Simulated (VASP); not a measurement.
A run of VASP 6.6.1:

INCAR

```
ALGO = Normal
EDIFF = 1E-6
ENCUT = 520
GGA = RE
ISIF = 2
ISMEAR = -1
LASPH = True
LCHARG = False
LREAL = False
LWAVE = False
NBANDS = 20
NELM = 80
PREC = Accurate
SIGMA = 0.05
```

KPOINTS

```
k-points
0
Gamma
  10 10 10
```

File POSCAR:

```
SnO2
1.0
    1.6212493809      0.9360287665      6.0686570232
   -1.6212493809      0.9360287665      6.0686570232
    0.0000000000     -1.8720575330      6.0686570232
Sn O
1 2
Direct
    0.5000000000      0.5000000000      0.5000000000
    0.7773898119      0.7773898119      0.7773898119
    0.2226101881      0.2226101881      0.2226101881
```

Potentials or basis: VASP PAW PBE potentials, release 64 (Sn_d, O).

Run with:

```bash
$ cat potpaw_PBE.64/Sn_d/POTCAR potpaw_PBE.64/O/POTCAR > POTCAR
$ mpirun -np 1 vasp_std > vasp.out
```

Hardware: 1 thread of Intel(R) Xeon(R) 6975P-C (Granite Rapids), with other jobs on the host.

Problem. Estimate the wall time of this run.

Solution. Wall time 3.3 min on 1 thread of Intel(R) Xeon(R) 6975P-C (Granite Rapids), with other jobs on the host, peak memory 0.38 GiB. Counts: scf iterations 13, k points 116.
